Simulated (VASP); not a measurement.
Crystal: GaAs.

```
Ga As
1.0
     0.00000    2.82685    2.82685
     2.82685    0.00000    2.82685
     2.82685    2.82685    0.00000
Ga As
1 1
Direct
  0.00000 0.00000 0.00000
  0.25000 0.25000 0.25000
```

- Program: VASP 6.6.1
- Task: relaxation of cell and atoms
- Functional: LDA
- Potentials or basis: VASP PAW LDA potentials, release 64 (Ga_d, As)
- Cutoff: 600 eV
- k mesh: 10 × 10 × 10
- Occupations: gaussian, width 0.01 eV
- Spin: no spin polarisation

At the start: pressure -1.6 GPa; volume 22.59 Å³/atom.

Task: Where does the relaxation end?

Result: Over 19 steps the energy falls by 2.7 meV/atom and the volume is 22.08 Å³/atom (-2.3 %); space group F-43m (No. 216, to 0.1 Å) before and after.

Step by step:
| step | energy change (eV) | largest force (eV/Å) | pressure (GPa) | volume (Å³) |
| --- | --- | --- | --- | --- |
| 1 | 0.0000 | 0.0000 | -1.63 | 45.18 |
| 2 | -0.0042 | 0.0000 | 0.76 | 43.69 |
| 3 | -0.0053 | 0.0000 | 0.01 | 44.15 |
| 4 | -0.0053 | 0.0000 | -0.09 | 44.17 |
| 5 | -0.0053 | 0.0000 | 0.01 | 44.17 |
| 6 | -0.0053 | 0.0000 | -0.02 | 44.17 |
| 7 | -0.0053 | 0.0000 | -0.03 | 44.17 |
| 8 | -0.0053 | 0.0000 | -0.03 | 44.17 |
| 9 | -0.0053 | 0.0000 | -0.03 | 44.17 |
| 10 | -0.0053 | 0.0000 | 0.03 | 44.16 |
| 11 | -0.0053 | 0.0000 | -0.01 | 44.17 |
| 12 | -0.0053 | 0.0000 | -0.03 | 44.16 |
| 13 | -0.0053 | 0.0000 | -0.02 | 44.16 |
| 14 | -0.0053 | 0.0000 | -0.02 | 44.16 |
| 15 | -0.0053 | 0.0000 | -0.02 | 44.16 |
| 16 | -0.0053 | 0.0000 | -0.02 | 44.16 |
| 17 | -0.0053 | 0.0000 | -0.02 | 44.16 |
| 18 | -0.0053 | 0.0000 | 0.04 | 44.16 |
| 19 | -0.0053 | 0.0000 | 0.01 | 44.16 |

Final structure:
```cif
data_structure
_symmetry_space_group_name_H-M 'P 1'
_symmetry_Int_Tables_number 1
_cell_length_a 3.9675
_cell_length_b 3.9675
_cell_length_c 3.9675
_cell_angle_alpha 60.000
_cell_angle_beta 60.000
_cell_angle_gamma 60.000
_cell_volume 44.16
loop_
_atom_site_label
_atom_site_type_symbol
_atom_site_fract_x
_atom_site_fract_y
_atom_site_fract_z
_atom_site_occupancy
Ga1 Ga 0.00000 0.00000 0.00000 1
As1 As 0.25000 0.25000 0.25000 1
```
